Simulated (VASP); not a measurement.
Input of a VASP 6.6.1 run:

The input INCAR:

```
ALGO = Normal ; EDIFF = 1E-6
ENCUT = 520 ; GGA = CA
ISIF = 2 ; ISMEAR = 0
LASPH = T ; LCHARG = F
LREAL = F ; LWAVE = F
NBANDS = 19 ; NELM = 60
PREC = Accurate ; SIGMA = 0.05
```

The input KPOINTS:

```
k-points
0
Gamma
  8 8 8
```

File POSCAR:

```
Ca2Si
1.0
    0.0000000000      3.6242863276      3.2566051060
    3.6242863276      0.0000000000      3.2566051060
    3.6242863276      3.6242863276      0.0000000000
Ca Si
2 1
Direct
    0.7344790822      0.7344790822      0.7655209178
    0.2655209178      0.2655209178      0.2344790822
    0.0000000000      0.0000000000      0.0000000000
```

Potentials or basis: VASP PAW LDA potentials, release 64 (Ca_sv, Si).

Launch:

```sh
$ cat potpaw_LDA.64/Ca_sv/POTCAR potpaw_LDA.64/Si/POTCAR > POTCAR
$ mpirun -np 1 vasp_std > vasp.out
```

Problem. What does it give for the pressure?

Solution. 0.2 GPa.

Problem. Estimate the band gap on the k mesh.

Solution. 0.08 eV.

Problem. Estimate the largest force.

Solution. 0.823 eV/Å.

Forces in eV/Å, atoms in the order of the input:
```
Ca   0.000  0.000  0.823
Ca   0.000  0.000 -0.823
Si   0.000  0.000  0.000
```

Caveat: the cell differs from its parent crystal (atoms displaced along a vibrational mode, the cell strained); the stress differs along the axes, from -2 to 5 GPa; semilocal functionals underestimate gaps, and a narrow one can read as zero. A k mesh can miss the band edges.
